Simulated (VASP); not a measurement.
Wanted: the native input for a VASP 6.6.1 run.

- Task: single point
- Functional: PBE
- Potentials or basis: VASP PAW PBE potentials, release 64 (Ca_sv, Se)
- Cutoff: 520 eV
- k mesh: 8 × 8 × 8
- Occupations: fermi-dirac, width 0.02 eV
- Spin: no spin polarisation
- Dipole correction: no
- Further INCAR settings: ALGO = Normal; EDIFF = 1e-06; NBANDS = 15

The structure of CaSe lies in POSCAR:

```
CaSe
1.0
    0.0000000000      2.9479449044      2.9741557283
    2.9479449044      0.0000000000      2.9741557283
    2.9479449044      2.9479449044      0.0000000000
Ca Se
1 1
Direct
    0.0000000000      0.0000000000      0.0000000000
    0.5000000000      0.5000000000      0.5000000000
```

This cell differs from its parent crystal: epitaxial xy strain -0.7%.

These files were run (other wordings do the same):

INCAR

```
SYSTEM = CaSe
ALGO     = Normal         ! electronic algorithm
EDIFF    = 1E-6           ! SCF threshold, eV
ENCUT    = 520            ! plane-wave cutoff, eV
GGA      = PE             ! functional
ISIF     = 2              ! what is computed and relaxed
ISMEAR   = -1             ! smearing method
LASPH    = .True.         ! aspherical terms in the spheres
LCHARG   = .True.         ! write CHGCAR
LELF     = .True.         ! ELF
LREAL    = .False.        ! projectors in reciprocal space
LVHAR    = .True.       
LWAVE    = .False.        ! write WAVECAR
NBANDS   = 15             ! bands
NELM     = 80             ! most SCF steps
PREC     = Accurate       ! precision mode
SIGMA    = 0.02           ! smearing width, eV
```

KPOINTS

```
k-points
0
Gamma
  8 8 8
  0 0 0
```

Potentials or basis: VASP PAW PBE potentials, release 64 (Ca_sv, Se).

Command:

```sh
$ cat potpaw_PBE.64/Ca_sv/POTCAR potpaw_PBE.64/Se/POTCAR > POTCAR
$ mpirun -np 1 vasp_std > vasp.out
```

Results of the run:

```
Pressure               : 1.3 GPa
Band gap on the k mesh : 2.02 eV, indirect (least direct gap 2.94 eV)
```

Caveat: the cell differs from its parent crystal (epitaxial xy strain -0.7%).

Wall time 100 s on 1 thread of AMD EPYC 7R13, on a shared host, peak memory 0.17 GiB.
